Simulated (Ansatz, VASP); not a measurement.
## Two plane-wave programs on SnO2

POSCAR

```
SnO2
1.0
    0.0000000000      2.5911978478      2.5911978478
    2.5911978478      0.0000000000      2.5911978478
    2.5911978478      2.5911978478      0.0000000000
Sn O
1 2
Direct
    0.0000000000      0.0000000000      0.0000000000
    0.7500000000      0.7500000000      0.7500000000
    0.2500000000      0.2500000000      0.2500000000
```

File INCAR.step1:

```
SYSTEM = SnO2
ALGO     = Normal         ! electronic algorithm
EDIFF    = 1E-4           ! SCF threshold, eV
ENCUT    = 520            ! plane-wave cutoff, eV
GGA      = PE             ! functional
ISMEAR   = -1             ! smearing method
LASPH    = .True.         ! aspherical terms in the spheres
LCHARG   = .False.        ! write CHGCAR
LREAL    = .False.        ! projectors in reciprocal space
LWAVE    = .True.         ! write WAVECAR
NBANDS   = 20             ! bands
NELM     = 100            ! most SCF steps
PREC     = Accurate       ! precision mode
SIGMA    = 0.05           ! smearing width, eV
```

Contents of INCAR.step2:

```
SYSTEM = SnO2
ALGO     = Normal         ! electronic algorithm
EDIFF    = 1E-7           ! SCF threshold, eV
ENCUT    = 520            ! plane-wave cutoff, eV
ISIF     = 2              ! what is computed and relaxed
ISMEAR   = -1             ! smearing method
ISTART   = 1            
LASPH    = .True.         ! aspherical terms in the spheres
LCHARG   = .False.        ! write CHGCAR
LMIXTAU  = .True.       
LREAL    = .False.        ! projectors in reciprocal space
LWAVE    = .False.        ! write WAVECAR
METAGGA  = R2SCAN         ! meta-GGA
NBANDS   = 20             ! bands
NELM     = 100            ! most SCF steps
PREC     = Accurate       ! precision mode
SIGMA    = 0.05           ! smearing width, eV
```

The input KPOINTS:

```
k-points
0
Gamma
  9 9 9
  0 0 0
```

The input input.yaml:

```yaml
crystal:
  lattice:
    - [0.0, 2.5911978478, 2.5911978478]
    - [2.5911978478, 0.0, 2.5911978478]
    - [2.5911978478, 2.5911978478, 0.0]
  atoms:
    - { symbol: Sn, position: [0.0, 0.0, 0.0] }
    - { symbol: O, position: [0.75, 0.75, 0.75] }
    - { symbol: O, position: [0.25, 0.25, 0.25] }
hamiltonian:
  xc: r2scan
  pseudopotentials: { kind: paw }
kpoints:
  mp_grid: { grid: [9, 9, 9] }
scf:
  occupations: { method: fermi_dirac, width: 0.05 }
output:
  forces: true
  stress: true
  eigenvalues: true
```

Alike in both runs: task single point; functional r2SCAN; k mesh 9 × 9 × 9; occupations fermi-dirac, width 0.05 eV; no spin polarisation.

```csv
,VASP,Ansatz
version,VASP 6.6.1,Ansatz 0.2.0
potentials or method,"VASP PAW PBE potentials, release 64 (Sn_d, O)",Ansatz PAW
plane-wave cutoff (eV),520,500
valence electrons in the cell,26,26
```

VASP gave:

| Property | Result |
| --- | --- |
| pressure (GPa) | -12.0 |

Question: What did Ansatz give for the same quantities?

Answer: Pressure (GPa): -13.0.

VASP's potentials were made for PBE, not for r2SCAN.

Noted on Ansatz's run: odd divisions of the mesh miss points on the zone boundary, where band edges often lie, so the gap on the mesh can be too wide.
